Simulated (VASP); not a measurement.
# LiTmH4 in VASP: notebook

LiTmH4 is run at these levels: PBE; tasks: single point, relaxation of cell and atoms.

All numbers are computed with VASP 6.6.1; they aren't measurements. Logs are shortened: lines on timing, memory, paths and dates and some standing lists are left out, and cuts for length are marked.

## (1) The cell of the first run

It takes space group Cmmm (No. 65, orthorhombic). Conventional cell: a = 3.801 Å, b = 5.731 Å, c = 5.308 Å, α = 90.00°, β = 90.00°, γ = 90.00°. Within 2.5 Å of Li (site symmetry mmm) lie 12 H at 1.85 to 2.24 Å. Within 3.5 Å of Tm (site symmetry mmm) lie 16 H at 2.43 to 3.40 Å and 4 Li at 3.26 Å and 4 Tm at 3.44 Å. Within 1.3 Å of H (site symmetry m) lie 1 H at 0.96 Å.

The cell was generated, and may not be a known phase.

## (2) Single point, PBE

INCAR

```
SYSTEM = LiTmH4
ALGO = Normal ; EDIFF = 1E-6
ENCUT = 750 ; GGA = PE
GGA_COMPAT = .FALSE. ; ISIF = 2
ISMEAR = 0 ; LASPH = .TRUE.
LCHARG = .FALSE. ; LMAXMIX = 6
LREAL = .FALSE. ; LWAVE = .FALSE.
NBANDS = 17 ; NELM = 200
PREC = Accurate ; SIGMA = 0.15
```

KPOINTS

```
k-points
0
G
  4 4 2
  0 0 0
```

POSCAR

```
LiTmH4
1.0
    1.9004362205     -2.8656280720      0.0000000000
    1.9004362205      2.8656280720      0.0000000000
    0.0000000000      0.0000000000      5.3076080769
Li Tm H
1 1 4
Direct
    0.0000000000      0.0000000000      0.0000000000
    0.5000000000      0.5000000000      0.5000000000
    0.6880879486      0.3119120514      0.0900943659
    0.3119120514      0.6880879486      0.0900943659
    0.3119120514      0.6880879486      0.9099056341
    0.6880879486      0.3119120514      0.9099056341
```

Potentials or basis: VASP PAW PBE potentials, release 64 (Li_sv, Tm_3, H), 4f in core.

The run is started by

```sh
$ cat potpaw_PBE.64/Li_sv/POTCAR potpaw_PBE.64/Tm_3/POTCAR potpaw_PBE.64/H/POTCAR > POTCAR
$ mpirun -np 1 vasp_std > vasp.out
```

OUTCAR:

```text
SYSTEM = LiTmH4
   EDIFF = 1E-6
   ENCUT = 750
   GGA = PE
   ISIF = 2
   ISMEAR = 0
   LASPH = .TRUE.
   LREAL = .FALSE.
   NELM = 200
   PREC = Accurate

 ion  position               nearest neighbor table
   1  0.000  0.000  0.000-
   2  0.500  0.500  0.500-
   3  0.688  0.312  0.090-
   4  0.312  0.688  0.090-
   5  0.312  0.688  0.910-
   6  0.688  0.312  0.910-

  LATTYP: Found a base centered orthorhombic cell.
 ALAT       =     3.8008724410
 B/A-ratio  =     1.5078791075
 C/A-ratio  =     1.3964183643

  Lattice vectors:

 A1 = (   1.9004362205,  -2.8656280720,   0.0000000000)
 A2 = (   1.9004362205,   2.8656280720,   0.0000000000)
 A3 = (   0.0000000000,   0.0000000000,   5.3076080769)

Analysis of symmetry for initial positions (statically):
=====================================================================
 Subroutine PRICEL returns:
 Original cell was already a primitive cell.

 Routine SETGRP: Setting up the symmetry group for a
 base centered orthorhombic supercell.

 Subroutine GETGRP returns: Found  8 space group operations
 (whereof  8 operations were pure point group operations)
 out of a pool of  8 trial point group operations.

The static configuration has the point symmetry D_2h.

Analysis of symmetry for dynamics (positions and initial velocities):
=====================================================================
 Subroutine PRICEL returns:
 Original cell was already a primitive cell.

 Routine SETGRP: Setting up the symmetry group for a
 base centered orthorhombic supercell.

 Subroutine GETGRP returns: Found  8 space group operations
 (whereof  8 operations were pure point group operations)
 out of a pool of  8 trial point group operations.

The dynamic configuration has the point symmetry D_2h.

 Subroutine INISYM returns: Found  8 space group operations
 (whereof  8 operations are pure point group operations),
 and found     1 'primitive' translations

----------------------------------------------------------------------------------------

                                     Primitive cell

  volume of cell :      57.8099

  direct lattice vectors                    reciprocal lattice vectors
     1.900436221 -2.865628072  0.000000000     0.263097490 -0.174481819  0.000000000
     1.900436221  2.865628072  0.000000000     0.263097490  0.174481819  0.000000000
     0.000000000  0.000000000  5.307608077     0.000000000  0.000000000  0.188408787

  length of vectors
     3.438529057  3.438529057  5.307608077     0.315696365  0.315696365  0.188408787

  position of ions in fractional coordinates (direct lattice)
     0.000000000  0.000000000  0.000000000
     0.500000000  0.500000000  0.500000000
     0.688087949  0.311912051  0.090094366
     0.311912051  0.688087949  0.090094366
     0.311912051  0.688087949  0.909905634
     0.688087949  0.311912051  0.909905634

  ion indices of the primitive-cell ions
   primitive index   ion index
                 1           1
                 2           2
                 3           3
                 4           4
                 5           5
                 6           6

----------------------------------------------------------------------------------------

 KPOINTS: k-points

Automatic generation of k-mesh.
 Grid dimensions read from file:
 generate k-points for:    4    4    2

 Generating k-lattice:

  Cartesian coordinates                     Fractional coordinates (reciprocal lattice)
     0.065774373 -0.043620455  0.000000000     0.250000000 -0.000000000  0.000000000
     0.065774373  0.043620455  0.000000000    -0.000000000  0.250000000  0.000000000
     0.000000000  0.000000000  0.094204394     0.000000000  0.000000000  0.500000000

  Length of vectors
     0.078924091  0.078924091  0.094204394

  Shift w.r.t. Gamma in fractional coordinates (k-lattice)
     0.000000000  0.000000000  0.000000000

 Subroutine IBZKPT returns following result:
 ===========================================

 Found     14 irreducible k-points:

 Following reciprocal coordinates:
            Coordinates               Weight
  0.000000  0.000000  0.000000      1.000000
  0.250000  0.000000  0.000000      4.000000
  0.500000  0.000000  0.000000      2.000000
  0.250000  0.250000  0.000000      2.000000
  0.500000  0.250000  0.000000      4.000000
 -0.250000  0.250000  0.000000      2.000000
  0.500000  0.500000  0.000000      1.000000
  0.000000  0.000000  0.500000      1.000000
  0.250000  0.000000  0.500000      4.000000
  0.500000  0.000000  0.500000      2.000000
  0.250000  0.250000  0.500000      2.000000
  0.500000  0.250000  0.500000      4.000000
 -0.250000  0.250000  0.500000      2.000000
  0.500000  0.500000  0.500000      1.000000
   k-points           NKPTS =     14   k-points in BZ     NKDIM =     14   number of bands    NBANDS=     17
   number of dos      NEDOS =    301   number of ions     NIONS =      6
   total plane-waves  NPLWV =  49152
[... 123 lines left out ...]
      3     -23.0329      2.00000
      4     -22.8713      2.00000
      5      -6.5987      2.00000
      6      -4.3390      2.00000
[... 9 lines left out ...]
     16       9.7462      0.00000
     17      10.8853      0.00000

 k-point     6 :      -0.2500    0.2500    0.0000
  band No.  band energies     occupation
      1     -44.3577      2.00000
      2     -23.0580      2.00000
      3     -22.9371      2.00000
      4     -22.8136      2.00000
      5      -7.6714      2.00000
      6      -2.4716      2.00000
[... 9 lines left out ...]
     16       9.9462      0.00000
     17      11.8653      0.00000

 k-point     7 :       0.5000    0.5000    0.0000
  band No.  band energies     occupation
      1     -44.3553      2.00000
      2     -23.1510      2.00000
      3     -23.0206      2.00000
      4     -22.8891      2.00000
      5      -6.5333      2.00000
      6      -4.1298      2.00000
[... 9 lines left out ...]
     16       9.6324      0.00000
     17       9.9086      0.00000

 k-point     8 :       0.0000    0.0000    0.5000
  band No.  band energies     occupation
      1     -44.3600      2.00000
      2     -23.1029      2.00000
      3     -22.7364      2.00000
      4     -22.7125      2.00000
      5      -7.9363      2.00000
      6      -2.6415      2.00000
[... 9 lines left out ...]
     16      11.2963      0.00000
     17      11.4867      0.00000

 k-point     9 :       0.2500    0.0000    0.5000
  band No.  band energies     occupation
      1     -44.3585      2.00000
      2     -23.0775      2.00000
      3     -22.9144      2.00000
      4     -22.7415      2.00000
      5      -7.4006      2.00000
      6      -2.9079      2.00000
[... 9 lines left out ...]
     16      10.5809      0.00000
     17      11.2873      0.00000

 k-point    10 :       0.5000    0.0000    0.5000
  band No.  band energies     occupation
      1     -44.3571      2.00000
      2     -23.0963      2.00000
      3     -23.0519      2.00000
      4     -22.7593      2.00000
      5      -6.3384      2.00000
      6      -4.7047      2.00000
[... 9 lines left out ...]
     16      11.0195      0.00000
     17      11.2122      0.00000

 k-point    11 :       0.2500    0.2500    0.5000
  band No.  band energies     occupation
      1     -44.3571      2.00000
      2     -23.0520      2.00000
      3     -22.9381      2.00000
      4     -22.9229      2.00000
      5      -6.3204      2.00000
      6      -4.6840      2.00000
[... 9 lines left out ...]
     16      11.4187      0.00000
     17      11.6280      0.00000

 k-point    12 :       0.5000    0.2500    0.5000
  band No.  band energies     occupation
      1     -44.3562      2.00000
      2     -23.0789      2.00000
      3     -23.0387      2.00000
      4     -22.8711      2.00000
      5      -6.5245      2.00000
      6      -4.2117      2.00000
[... 9 lines left out ...]
     16       9.7427      0.00000
     17      11.1156      0.00000

 k-point    13 :      -0.2500    0.2500    0.5000
  band No.  band energies     occupation
      1     -44.3577      2.00000
      2     -23.0643      2.00000
      3     -22.9362      2.00000
      4     -22.8134      2.00000
      5      -7.4585      2.00000
      6      -2.4469      2.00000
[... 9 lines left out ...]
     16      11.2202      0.00000
     17      11.8237      0.00000

 k-point    14 :       0.5000    0.5000    0.5000
  band No.  band energies     occupation
      1     -44.3553      2.00000
      2     -23.1496      2.00000
      3     -23.0253      2.00000
      4     -22.8889      2.00000
      5      -6.6790      2.00000
      6      -3.7140      2.00000
[... 9 lines left out ...]
     16      10.0442      0.00000
     17      10.0930      0.00000

------------------------ aborting loop because EDIFF is reached ----------------------------------------

  FORCE on cell =-STRESS in cart. coord.  units (eV):
  Direction    XX          YY          ZZ          XY          YZ          ZX
  --------------------------------------------------------------------------------------
  -------------------------------------------------------------------------------------
  Total        0.1323000      0.1173913      0.2486857     -0.0000000      0.0000000      0.0000000
  in kB        3.6666426      3.2534532      6.8922261     -0.0000000      0.0000000      0.0000000
  external PRESSURE =       4.6041073 kB  Pullay stress =       0.0000000 kB

 VOLUME and BASIS-vectors are now :
 -----------------------------------------------------------------------------
  energy-cutoff  :      750.00
  volume of cell :       57.81
      direct lattice vectors                 reciprocal lattice vectors
     1.900436221 -2.865628072  0.000000000     0.263097490 -0.174481819  0.000000000
     1.900436221  2.865628072  0.000000000     0.263097490  0.174481819  0.000000000
     0.000000000  0.000000000  5.307608077     0.000000000  0.000000000  0.188408787

 POSITION                                       TOTAL-FORCE (eV/Angst)
 -----------------------------------------------------------------------------------
      0.00000      0.00000      0.00000         0.000000     -0.000000      0.000000
      1.90044      0.00000      2.65380        -0.000000     -0.000000      0.000000
      1.90044     -1.07798      0.47819         0.000000      0.010810      0.030480
      1.90044      1.07798      0.47819         0.000000     -0.010810      0.030480
      1.90044      1.07798      4.82942         0.000000     -0.010810     -0.030480
      1.90044     -1.07798      4.82942         0.000000      0.010810     -0.030480
 -----------------------------------------------------------------------------------
    total drift:                               -0.000000      0.000000     -0.000000

  FREE ENERGIE OF THE ION-ELECTRON SYSTEM (eV)
  ---------------------------------------------------
  free  energy   TOTEN  =       -18.9851797177 eV

  energy  without entropy=      -18.9568345339  energy(sigma->0) =      -18.97100713
```

Wall time 24 s (1 thread of Intel Xeon 8259CL, shared host); peak memory 0.22 GiB.

What came out:

```
Free energy            : -18.9852 eV
Pressure               : 0.5 GPa
Largest force          : 0.032 eV/Å
Band gap on the k mesh : zero (bands 8 and 9 overlap by 0.01 eV)
```

Forces on the atoms (eV/Å):
```
Li   0.000  0.000  0.000
Tm   0.000  0.000  0.000
H    0.000  0.011  0.030
H    0.000 -0.011  0.030
H    0.000 -0.011 -0.030
H    0.000  0.011 -0.030
```

Stress tensor (GPa, compression positive):
```
0.37 0.00 0.00
0.00 0.33 0.00
0.00 0.00 0.69
```

Levels at points of the mesh, in eV from the Fermi level:
| k point | band 4 | band 5 | band 6 | band 7 | band 8 | band 9 | band 10 | band 11 | band 12 | band 13 |
| --- | --- | --- | --- | --- | --- | --- | --- | --- | --- | --- |
| (0.00, 0.00, 0.00) | -25.60 | -11.21 | -4.30 | -3.20 | -2.82 | 1.11 | 2.83 | 2.97 | 3.38 | 3.73 |
| (0.50, 0.00, 0.00) | -25.65 | -9.56 | -7.42 | -1.71 | -0.94 | 0.37 | 1.24 | 2.66 | 2.74 | 4.99 |
| (0.50, 0.50, 0.00) | -25.78 | -9.42 | -7.02 | -2.07 | -1.61 | 2.30 | 2.44 | 2.75 | 2.77 | 3.06 |
| (0.00, 0.00, 0.50) | -25.60 | -10.83 | -5.53 | -4.45 | -0.78 | 1.20 | 3.04 | 3.17 | 4.12 | 4.65 |
| (0.50, 0.00, 0.50) | -25.65 | -9.23 | -7.59 | -2.59 | -0.76 | 0.29 | 0.50 | 3.52 | 4.39 | 5.04 |
| (0.50, 0.50, 0.50) | -25.78 | -9.57 | -6.60 | -1.59 | -0.74 | 0.09 | 0.85 | 1.64 | 2.37 | 5.91 |

Caveat: the k points lie up to 0.59 Å⁻¹ apart; spin-orbit coupling is left out, which moves the levels of the heavy elements; the 4f electrons are frozen in the core, so they carry no moment and show no levels.

## (3) Relaxation of cell and atoms, PBE

This run uses another cell than the first one, of 12.50 Å³/atom.

INCAR

```
SYSTEM = LiTmH4
PREC = Accurate ; ENCUT = 750
EDIFF = 1E-7 ; ISMEAR = 0
SIGMA = 0.15 ; LREAL = .FALSE.
LASPH = .TRUE. ; NELM = 200
ALGO = Normal ; ISIF = 3
LWAVE = .FALSE. ; LCHARG = .FALSE.
GGA = PE ; IBRION = 2
NSW = 36 ; EDIFFG = -0.08
GGA_COMPAT = .FALSE. ; NELMIN = 4
LMAXMIX = 6
```

KPOINTS

```
regular mesh
0
G
  3 3 2
  0 0 0
```

POSCAR

```
LiTmH4
1.0
    2.3000851100     -2.8499999200      0.0000000000
    2.3000851100      2.8499999200      0.0000000000
   -0.2167109100      0.0000000000      5.7183948200
Li Tm H
1 1 4
Direct
    0.5000000000      0.5000000000      0.0000000000
    0.5000000000      0.5000000000      0.5000000000
    0.7937809600      0.2062190400      0.5000000000
    0.2062190400      0.7937809600      0.5000000000
    0.0000000000      0.0000000000      0.0000000000
    0.0000000000      0.0000000000      0.5000000000
```

Potentials or basis: VASP PAW PBE potentials, release 64 (Li_sv, Tm_3, H), 4f in core.

The run is started by

```sh
$ cat potpaw_PBE.64/Li_sv/POTCAR potpaw_PBE.64/Tm_3/POTCAR potpaw_PBE.64/H/POTCAR > POTCAR
$ mpirun -np 1 vasp_std > vasp.out
```

Wall time 3.7 min (1 thread of Intel Xeon 6975P-C (Granite Rapids), shared host); peak memory 0.29 GiB.

Results (log left out):

```yaml
Free_energy: -19.7668 eV
Relaxed_volume: 9.87 Å³/atom
Relaxed_cell: a = 3.864 Å, b = 3.864 Å, c = 6.132 Å, α = 111.35°, β = 111.35°, γ = 116.45°
Space_group_after_relaxing_to_0.1_Å: C2/m (No. 12)
Energy_gained_by_relaxing: 720.8 meV/atom
Ionic_steps: 32
Pressure_after_relaxing: -0.1 GPa
Largest_force_after_relaxing: 0.004 eV/Å
Band_gap_on_the_k_mesh: zero (bands 8 and 9 overlap by 1.26 eV)
```

Forces in eV/Å, atoms in the order of the input:
```
Li   0.000  0.000  0.000
Tm   0.000  0.000  0.000
H    0.000 -0.004  0.000
H    0.000  0.004  0.000
H    0.000  0.000  0.000
H    0.000  0.000  0.000
```

Stress tensor (GPa, compression positive):
```
-0.05  0.00  0.56
 0.00  0.12  0.00
 0.56  0.00 -0.50
```

The path:
| step | energy change (eV) | largest force (eV/Å) | pressure (GPa) | volume (Å³) |
| --- | --- | --- | --- | --- |
| 1 | 0.0000 | 5.1019 | 7.57 | 74.97 |
| 2 | -1.9902 | 0.2156 | -1.18 | 81.17 |
| 3 | -2.0425 | 0.7409 | -1.43 | 83.02 |
| 4 | -2.0450 | 0.5800 | -1.44 | 82.70 |
| 5 | -2.2650 | 0.3957 | -1.09 | 81.51 |
| 6 | -2.3988 | 0.1939 | -0.05 | 80.04 |
| 7 | -2.4134 | 0.0747 | 0.50 | 79.24 |
| 8 | -2.4541 | 0.0296 | 0.33 | 79.73 |
| 9 | -2.5789 | 0.1428 | -0.23 | 80.98 |
| 10 | -2.7566 | 0.6962 | -1.28 | 82.62 |
| 11 | -2.7683 | 1.0222 | -1.46 | 83.01 |
| 12 | -2.7703 | 0.8774 | -1.44 | 82.87 |
| 13 | -2.7876 | 0.8667 | -1.51 | 82.95 |
| 14 | -2.8319 | 0.8251 | -1.77 | 83.13 |
| 15 | -2.8807 | 0.7061 | -2.10 | 83.24 |
| 16 | -2.9367 | 0.5310 | -2.13 | 82.65 |
| 17 | -3.0759 | 0.0247 | -2.09 | 80.84 |
| 18 | -3.2331 | 0.9602 | -1.37 | 77.02 |
| 19 | -3.3408 | 0.6740 | -1.57 | 75.66 |
| 20 | -3.5818 | 0.0473 | -1.70 | 71.33 |
| 21 | -3.7695 | 0.7550 | 1.26 | 61.69 |
| 22 | -3.7593 | 0.5434 | -1.31 | 66.45 |
| 23 | -3.7914 | 0.6415 | -0.67 | 64.84 |
| 24 | -3.8939 | 0.6592 | -0.59 | 63.47 |
| 25 | -3.9902 | 0.6663 | 0.08 | 61.30 |
| 26 | -3.8173 | 0.5840 | 4.37 | 56.59 |
| 27 | -4.0019 | 0.6622 | 0.53 | 60.48 |
| 28 | -4.1060 | 0.5334 | -0.09 | 60.62 |
| 29 | -4.2728 | 0.0783 | -1.13 | 60.94 |
| 30 | -4.2791 | 0.2749 | -1.22 | 61.00 |
| 31 | -4.2981 | 0.1961 | -0.96 | 60.51 |
| 32 | -4.3246 | 0.0041 | -0.14 | 59.21 |

Final structure:
```yaml
crystal:
  lattice:
    - [1.94784, -3.28465, -0.58748]
    - [1.94784, 3.28465, -0.58748]
    - [-2.78014, 0.00000, 5.46550]
  atoms:
    - { symbol: Li, position: [0.50000, 0.50000, 0.00000] }
    - { symbol: Tm, position: [0.50000, 0.50000, 0.50000] }
    - { symbol: H, position: [0.84238, 0.15762, 0.50000] }
    - { symbol: H, position: [0.15762, 0.84238, 0.50000] }
    - { symbol: H, position: [0.00000, 0.00000, 0.00000] }
    - { symbol: H, position: [0.00000, 0.00000, 0.50000] }
```

Levels at points of the mesh, in eV from the Fermi level:
```csv
k point,band 5,band 6,band 7,band 8,band 9,band 10,band 11,band 12
"(0.00, 0.00, 0.00)",-11.85,-5.46,-2.76,-1.64,0.23,1.18,2.90,3.66
"(0.00, 0.00, 0.50)",-11.81,-4.55,-2.66,-1.72,0.38,1.50,1.87,2.93
```

Caveat: the k points lie up to 0.71 Å⁻¹ apart in the final cell, too coarse for converged energies and pressures of a metal; the volume moved by over 15 % at a fixed basis, so the end points are rough; spin-orbit coupling is left out, which moves the levels of the heavy elements; the 4f electrons are frozen in the core, so they carry no moment and show no levels.
